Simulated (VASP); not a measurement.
Here is a VASP 6.6.1 calculation.

The input INCAR:

```
  PREC = Accurate
  ENCUT = 520
  EDIFF = 1E-6
  ISMEAR = -1
  SIGMA = 0.05
  LREAL = F
  LASPH = T
  NELM = 60
  ALGO = Normal
  ISIF = 2
  LWAVE = F
  LCHARG = T
  GGA = PS
  IVDW = 13
  LELF = T
  LVHAR = T
  NBANDS = 21
```

The input KPOINTS:

```
Automatic mesh
0
Gamma
  11 11 11
```

POSCAR

```
Ge
1.0
   -2.5495576535      2.5495576535      1.3801327025
    2.5495576535     -2.5495576535      1.3801327025
    2.5495576535      2.5495576535     -1.3801327025
Ge
2
Direct
    0.5000000000      0.5000000000      0.0000000000
    0.2500000000      0.7500000000      0.5000000000
```

Potentials or basis: VASP PAW PBE potentials, release 64 (Ge_d).

Command:

```console
$ cat potpaw_PBE.64/Ge_d/POTCAR > POTCAR
$ mpirun -np 1 vasp_std > vasp.out
```

Question: What does it give for the band gap on the k mesh?

Answer: Zero (bands 14 and 15 overlap by 4.90 eV).

Question: Estimate the pressure.

Answer: -0.1 GPa.

Question: Estimate the dispersion energy per atom.

Answer: -0.232 eV.

Stress tensor (GPa, compression positive):
```
-0.11  0.00  0.00
 0.00 -0.11  0.00
 0.00  0.00  0.00
```

Caveat: the PAW data sets were made with another functional, which shifts forces and pressure a little.
